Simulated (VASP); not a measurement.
A run of VASP 6.6.1:

The input INCAR:

```
  ALGO = Normal
  EDIFF = 1E-6
  ENCUT = 500
  GGA = PE
  GGA_COMPAT = F
  ISIF = 2
  ISMEAR = 0
  LASPH = T
  LCHARG = F
  LREAL = F
  LWAVE = F
  NBANDS = 36
  NELM = 120
  PREC = Accurate
  SIGMA = 0.1
```

Contents of KPOINTS:

```
k-points
0
Gamma
  4 4 4
```

File POSCAR:

```
MoW3
1.0
    3.9439453185      0.0000000000      0.0000000000
    0.0000000000      3.9439453185      0.0000000000
    0.0000000000      0.0000000000      3.9439453185
Mo W
1 3
Direct
    0.0000000000      0.0000000000      0.0000000000
    0.0000000000      0.5000000000      0.5000000000
    0.5000000000      0.0000000000      0.5000000000
    0.5000000000      0.5000000000      0.0000000000
```

Potentials or basis: VASP PAW PBE potentials, release 64 (Mo_sv, W_sv).

Run with:

```sh
$ cat potpaw_PBE.64/Mo_sv/POTCAR potpaw_PBE.64/W_sv/POTCAR > POTCAR
$ mpirun -np 1 vasp_std > vasp.out
```

Hardware: 1 thread of AMD EPYC 7R13 Processor (Zen 3) (shared host).

Problem. Estimate the wall time of this run.

Solution. It took 17 s on 1 thread of AMD EPYC 7R13 Processor (Zen 3) (shared host), peak memory 0.14 GiB. Counts: scf iterations 14, k points 10.
